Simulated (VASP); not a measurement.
# CdPbO2 (P-3m1) in VASP: density of states with PBE

Aim: the density of states of CdPbO2 with PBE.

Everything below comes from runs of VASP 6.6.1. Logs are shortened: lines on timing, memory, paths and dates and some standing lists are left out, and cuts for length are marked.

## (1) The cell of the first run

It takes space group P-3m1 (No. 164, trigonal). The conventional cell has a = 3.462 Å, b = 3.462 Å, c = 6.153 Å, α = 90.00°, β = 90.00°, γ = 120.00°. Within 3.2 Å of Cd (site symmetry -3m) lie 6 O at 2.42 Å and 2 Pb at 3.08 Å. Pb (site symmetry -3m) has 6 O at 2.63 Å and 2 Cd at 3.08 Å and 6 Pb at 3.46 Å within 3.5 Å. Within 3.2 Å of O (site symmetry 3m) lie 3 Cd at 2.42 Å and 3 Pb at 2.63 Å.

## (2) Density of states, PBE

POSCAR

```
CdPbO2
1.0
    3.4623707442      0.0000000000      0.0000000000
   -1.7311853721      2.9985010218      0.0000000000
    0.0000000000      0.0000000000      6.1525432448
Cd Pb O
1 1 2
Direct
    0.0000000000      0.0000000000      0.5000000000
    0.0000000000      0.0000000000      0.0000000000
    0.3333333333      0.6666666667      0.2778650703
    0.6666666667      0.3333333333      0.7221349297
```

INCAR.step1

```
SYSTEM = CdPbO2
PREC = Accurate
ENCUT = 520
EDIFF = 1E-6
ISMEAR = 0
SIGMA = 0.02
LREAL = .False.
LASPH = .True.
NELM = 80
ALGO = Normal
ISIF = 2
LWAVE = .False.
LCHARG = .True.
GGA = PE
NBANDS = 27
```

KPOINTS.step1

```
Automatic mesh
0
Gamma
  12 12 6
  0 0 0
```

INCAR.step2

```
SYSTEM = CdPbO2
PREC = Accurate
ENCUT = 520
EDIFF = 1E-6
ISMEAR = -5
SIGMA = 0.02
LREAL = .False.
LASPH = .True.
NELM = 80
ALGO = Normal
ISIF = 2
LWAVE = .False.
LCHARG = .False.
GGA = PE
LORBIT = 11
NBANDS = 27
NEDOS = 2001
ICHARG = 11
```

KPOINTS.step2

```
Automatic mesh
0
Gamma
  18 18 9
  0 0 0
```

Potentials or basis: VASP PAW PBE potentials, release 64 (Cd, Pb_d, O).

Run with:

```sh
> cat potpaw_PBE.64/Cd/POTCAR potpaw_PBE.64/Pb_d/POTCAR potpaw_PBE.64/O/POTCAR > POTCAR
> cp INCAR.step1 INCAR
> cp KPOINTS.step1 KPOINTS
> mpirun -np 1 vasp_std > vasp.out
> cp INCAR.step2 INCAR
> cp KPOINTS.step2 KPOINTS
> mpirun -np 1 vasp_std > vasp.out
```

OUTCAR:

```text
SYSTEM = CdPbO2
   PREC = Accurate
   ENCUT = 520
   EDIFF = 1E-6
   ISMEAR = -5
   LREAL = .False.
   LASPH = .True.
   NELM = 80
   ISIF = 2
   GGA = PE
   LORBIT = 11
   ICHARG = 11

 ion  position               nearest neighbor table
   1  0.000  0.000  0.500-   3 2.42   4 2.42   4 2.42   3 2.42   4 2.42   3 2.42   2 3.08   2 3.08

   2  0.000  0.000  0.000-   3 2.63   4 2.63   4 2.63   3 2.63   4 2.63   3 2.63   1 3.08   1 3.08

   3  0.333  0.667  0.278-   1 2.42   1 2.42   1 2.42   2 2.63   2 2.63   2 2.63
   4  0.667  0.333  0.722-   1 2.42   1 2.42   1 2.42   2 2.63   2 2.63   2 2.63

  LATTYP: Found a hexagonal cell.
 ALAT       =     3.4623707442
 C/A-ratio  =     1.7769741311

  Lattice vectors:

 A1 = (   3.4623707442,   0.0000000000,   0.0000000000)
 A2 = (  -1.7311853721,   2.9985010218,   0.0000000000)
 A3 = (   0.0000000000,   0.0000000000,   6.1525432448)

Analysis of symmetry for initial positions (statically):
=====================================================================
 Subroutine PRICEL returns:
 Original cell was already a primitive cell.

 Routine SETGRP: Setting up the symmetry group for a
 hexagonal supercell.

 Subroutine GETGRP returns: Found 12 space group operations
 (whereof 12 operations were pure point group operations)
 out of a pool of 24 trial point group operations.

The static configuration has the point symmetry D_3d.

Analysis of symmetry for dynamics (positions and initial velocities):
=====================================================================
 Subroutine PRICEL returns:
 Original cell was already a primitive cell.

 Routine SETGRP: Setting up the symmetry group for a
 hexagonal supercell.

 Subroutine GETGRP returns: Found 12 space group operations
 (whereof 12 operations were pure point group operations)
 out of a pool of 24 trial point group operations.

The dynamic configuration has the point symmetry D_3d.

 Subroutine INISYM returns: Found 12 space group operations
 (whereof 12 operations are pure point group operations),
 and found     1 'primitive' translations

----------------------------------------------------------------------------------------

                                     Primitive cell

  volume of cell :      63.8752

  direct lattice vectors                    reciprocal lattice vectors
     3.462370744  0.000000000  0.000000000     0.288819446  0.166749985  0.000000000
    -1.731185372  2.998501022  0.000000000     0.000000000  0.333499970  0.000000000
     0.000000000  0.000000000  6.152543245     0.000000000  0.000000000  0.162534412

  length of vectors
     3.462370744  3.462370744  6.152543245     0.333499970  0.333499970  0.162534412

  position of ions in fractional coordinates (direct lattice)
     0.000000000  0.000000000  0.500000000
     0.000000000  0.000000000  0.000000000
     0.333333333  0.666666667  0.277865070
     0.666666667  0.333333333  0.722134930

  ion indices of the primitive-cell ions
   primitive index   ion index
                 1           1
                 2           2
                 3           3
                 4           4

----------------------------------------------------------------------------------------

 KPOINTS: Automatic mesh

Automatic generation of k-mesh.
 Grid dimensions read from file:
 generate k-points for:   18   18    9

 Generating k-lattice:

  Cartesian coordinates                     Fractional coordinates (reciprocal lattice)
     0.016045525  0.009263888  0.000000000     0.055555556 -0.000000000  0.000000000
     0.000000000  0.018527776  0.000000000     0.000000000  0.055555556  0.000000000
     0.000000000  0.000000000  0.018059379     0.000000000  0.000000000  0.111111111

  Length of vectors
     0.018527776  0.018527776  0.018059379

  Shift w.r.t. Gamma in fractional coordinates (k-lattice)
     0.000000000  0.000000000  0.000000000

 TETIRR: Found   4263 inequivalent tetrahedra from    17496

 Subroutine IBZKPT returns following result:
 ===========================================

 Found    293 irreducible k-points:

 Following reciprocal coordinates:
            Coordinates               Weight
  0.000000  0.000000  0.000000      1.000000
  0.055556  0.000000  0.000000      6.000000
  0.111111  0.000000  0.000000      6.000000
  0.166667  0.000000  0.000000      6.000000
  0.222222  0.000000  0.000000      6.000000
  0.277778 -0.000000  0.000000      6.000000
[... 16 lines left out ...]
  0.333333  0.111111  0.000000     12.000000
  0.388889  0.111111  0.000000     12.000000
 [... further k-points ...]
   k-points           NKPTS =    293   k-points in BZ     NKDIM =    293   number of bands    NBANDS=     27
   number of dos      NEDOS =   2001   number of ions     NIONS =      4
   total plane-waves  NPLWV =  37632
   dimension x,y,z NGX =    28 NGY =   28 NGZ =   48
   dimension x,y,z NGXF=    56 NGYF=   56 NGZF=   96
   ions per type =               1   1   2
   NGX,Y,Z   is equivalent  to a cutoff of  13.44, 13.44, 12.97 a.u.
   NGXF,Y,Z  is equivalent  to a cutoff of  26.89, 26.89, 25.94 a.u.
 SYSTEM =  CdPbO2
   PREC   = accura    normal or accurate (medium, high low for compatibility)
   ISTART =      0    job   : 0-new  1-cont  2-samecut
   ICHARG =     11    charge: 1-file 2-atom 10-const
   ISPIN  =      1    spin polarized calculation?
   LNONCOLLINEAR =      F non collinear calculations
   LSORBIT =      F    spin-orbit coupling
   LASPH  =      T    aspherical Exc in radial PAW
   ENCUT  =  520.0 eV  38.22 Ry    6.18 a.u.   6.44  6.44 11.44*2*pi/ulx,y,z
   NELM   =     80;   NELMIN=  2; NELMDL=  0     # of ELM steps
   EDIFF  = 0.1E-05   stopping-criterion for ELM
   LREAL  =      F    real-space projection
   EDIFFG = 0.1E-04   stopping-criterion for IOM
   NSW    =      0    number of steps for IOM
   IBRION =     -1    ionic relax: 0-MD 1-quasi-New 2-CG
   NFREE  =      0    steps in history (QN), initial steepest desc. (CG)
   ISIF   =      2    stress and relaxation
   ISYM   =      2    0-nonsym 1-usesym 2-fastsym
   POTIM  = 0.5000    time-step for ionic-motion
   TEBEG  =    0.0;   TEEND  =   0.0 temperature during run
   PSTRESS=    0.0 pullay stress
   NELECT =      38.0000    total number of electrons
   NUPDOWN=      -1.0000    fix difference up-down
   EMIN   =  10.00;   EMAX   =-10.00  energy-range for DOS
   EFERMI =   0.00;   METHOD = LEGACY
   ISMEAR =    -5;   SIGMA  =   0.02  broadening in eV -4-tet -1-fermi 0-gaus
   EFERMI_NEDOS =   21; number of points for ismear=-14 and -15
   IALGO  =     38    algorithm
   IMIX   =      4    mixing-type and parameters
     AMIX     =   0.40;   BMIX     =  1.00
     AMIX_MAG =   1.60;   BMIX_MAG =  1.00
  volume/ion in A,a.u.               =      15.97       107.76
  Fermi-wavevector in a.u.,A,eV,Ry     =   1.376867  2.601901 25.793405  1.895762
  Thomas-Fermi vector in A             =   2.502072
   LORBIT       =     11    0 simple, 1 ext, 2 COOP (PROOUT), +10 PAW based schemes
   GGA     = PE    functional components
   LHFCALC =     F    Hartree Fock is set to
   AEXX    =    0.0000 exact exchange contribution
   IVDW    =     0    specifies the selected vdW correction
   LEPSILON=     F    determine dielectric tensor
   LRPA    =     F    only Hartree local field effects (RPA)
 non-spin polarized calculation
 Fermi weights with tetrahedron method with Bloechl corrections
  energy-cutoff  :      520.00
  volume of cell :       63.88
 maximum number of plane-waves:      1750
 NGX is ok and might be reduce to    28

 number of electron      37.9999995 magnetization

 Free energy of the ion-electron system (eV)
  ---------------------------------------------------
  ext. energy  EPLUGINS =         0.00000000
  ---------------------------------------------------
  free energy    TOTEN  =       -17.59081699 eV

  energy without entropy =      -17.59081699  energy(sigma->0) =      -17.59081699

 E-fermi :   4.2276     XC(G=0): -10.8771

 val. band max:        4.2255631628   @ k =   0.2222   0.0556   0.3333
 cond. band min:       4.5915349201   @ k =   0.0000   0.0000   0.4444
 fundamental gap:      0.3659717573
 Fermi energy:         4.2276261758

 k-point     1 :       0.0000    0.0000    0.0000
  band No.  band energies     occupation
      1     -13.0382      2.00000
      2     -12.4247      2.00000
      3     -12.1565      2.00000
      4     -12.1565      2.00000
      5     -12.1530      2.00000
      6     -11.9074      2.00000
[... 19 lines left out ...]
     26      16.4216      0.00000
     27      17.0540      0.00000

 k-point     2 :       0.0556    0.0000    0.0000
  band No.  band energies     occupation
      1     -13.0218      2.00000
      2     -12.4652      2.00000
      3     -12.1505      2.00000
      4     -12.1485      2.00000
      5     -12.1418      2.00000
      6     -11.9086      2.00000
[... 19 lines left out ...]
     26      16.4807      0.00000
     27      16.7247      0.00000

 k-point     3 :       0.1111    0.0000    0.0000
  band No.  band energies     occupation
      1     -12.9748      2.00000
      2     -12.5523      2.00000
      3     -12.1472      2.00000
      4     -12.1254      2.00000
      5     -12.1164      2.00000
      6     -11.9122      2.00000
[... 19 lines left out ...]
     26      16.0104      0.00000
     27      16.6116      0.00000

 k-point     4 :       0.1667    0.0000    0.0000
  band No.  band energies     occupation
      1     -12.9067      2.00000
      2     -12.6440      2.00000
      3     -12.1526      2.00000
      4     -12.0897      2.00000
      5     -12.0851      2.00000
      6     -11.9176      2.00000
[... 19 lines left out ...]
     26      15.7505      0.00000
     27      16.3640      0.00000

 k-point     5 :       0.2222    0.0000    0.0000
  band No.  band energies     occupation
      1     -12.8555      2.00000
      2     -12.6935      2.00000
      3     -12.1652      2.00000
      4     -12.0496      2.00000
      5     -12.0456      2.00000
      6     -11.9242      2.00000
[... 19 lines left out ...]
     26      15.8195      0.00000
     27      16.1949      0.00000

 k-point     6 :       0.2778   -0.0000    0.0000
  band No.  band energies     occupation
      1     -12.8883      2.00000
      2     -12.6356      2.00000
      3     -12.1812      2.00000
      4     -12.0155      2.00000
      5     -11.9984      2.00000
      6     -11.9309      2.00000
[... 444 lines left out ...]
      1     -12.8593      2.00000
      2     -12.6757      2.00000
      3     -12.1571      2.00000
      4     -12.0684      2.00000
      5     -11.9634      2.00000
      6     -11.8829      2.00000
[... 19 lines left out ...]
     26      15.3357      0.00000
     27      16.7550      0.00000

 k-point    22 :       0.2778    0.1111    0.0000
  band No.  band energies     occupation
      1     -12.9189      2.00000
      2     -12.5908      2.00000
      3     -12.1710      2.00000
      4     -12.0321      2.00000
      5     -11.9509      2.00000
      6     -11.8505      2.00000
[... 19 lines left out ...]
     26      15.3342      0.00000
     27      16.7616      0.00000

 k-point    23 :       0.3333    0.1111    0.0000
  band No.  band energies     occupation
      1     -12.9645      2.00000
      2     -12.5203      2.00000
      3     -12.1824      2.00000
      4     -11.9991      2.00000
      5     -11.9429      2.00000
      6     -11.8237      2.00000
[... 19 lines left out ...]
     26      15.2970      0.00000
     27      16.7219      0.00000

 k-point    24 :       0.3889    0.1111    0.0000
  band No.  band energies     occupation
      1     -12.9926      2.00000
      2     -12.4745      2.00000
      3     -12.1899      2.00000
      4     -11.9754      2.00000
      5     -11.9370      2.00000
      6     -11.8080      2.00000
[... 19 lines left out ...]
     26      15.2615      0.00000
     27      16.6504      0.00000

 [... further k-points ...]
[... 5 lines left out ...]
  --------------------------------------------------------------------------------------
  -------------------------------------------------------------------------------------
  Total        0.1453558      0.1453558      0.1733900      0.0000000      0.0000000      0.0000000
  in kB        3.6459474      3.6459474      4.3491268      0.0000000      0.0000000      0.0000000
  external PRESSURE =       3.8803405 kB  Pullay stress =       0.0000000 kB

 VOLUME and BASIS-vectors are now :
 -----------------------------------------------------------------------------
  energy-cutoff  :      520.00
  volume of cell :       63.88
      direct lattice vectors                 reciprocal lattice vectors
     3.462370744  0.000000000  0.000000000     0.288819446  0.166749985  0.000000000
    -1.731185372  2.998501022  0.000000000     0.000000000  0.333499970  0.000000000
     0.000000000  0.000000000  6.152543245     0.000000000  0.000000000  0.162534412

 POSITION                                       TOTAL-FORCE (eV/Angst)
 -----------------------------------------------------------------------------------
      0.00000      0.00000      3.07627         0.000000      0.000000     -0.000000
      0.00000      0.00000      0.00000         0.000000      0.000000     -0.000000
     -0.00000      1.99900      1.70958        -0.000000      0.000000     -0.049421
      1.73119      0.99950      4.44297         0.000000     -0.000000      0.049421
 -----------------------------------------------------------------------------------
    total drift:                                0.000000      0.000000     -0.000000

  FREE ENERGIE OF THE ION-ELECTRON SYSTEM (eV)
  ---------------------------------------------------
  free  energy   TOTEN  =       -17.5908169920 eV

  energy  without entropy=      -17.5908169920  energy(sigma->0) =      -17.59081699

 total charge

# of ion       s       p       d       tot
------------------------------------------
    1        0.330   0.229   9.627  10.186
    2        1.498   0.487   9.863  11.849
    3        1.580   3.303   0.000   4.883
    4        1.580   3.303   0.000   4.883
--------------------------------------------------
tot          4.989   7.322  19.490  31.801
```

Wall time 4.3 min (1 thread of AMD EPYC 9R45 (Zen 5), shared host); peak memory 0.53 GiB.

Results:

```yaml
Valence_electrons_inside_the_program's_atomic_spheres: Cd 10.19; Pb 11.85; O 4.88
```

Caveat: spin-orbit coupling is left out, which moves the levels of the heavy elements.
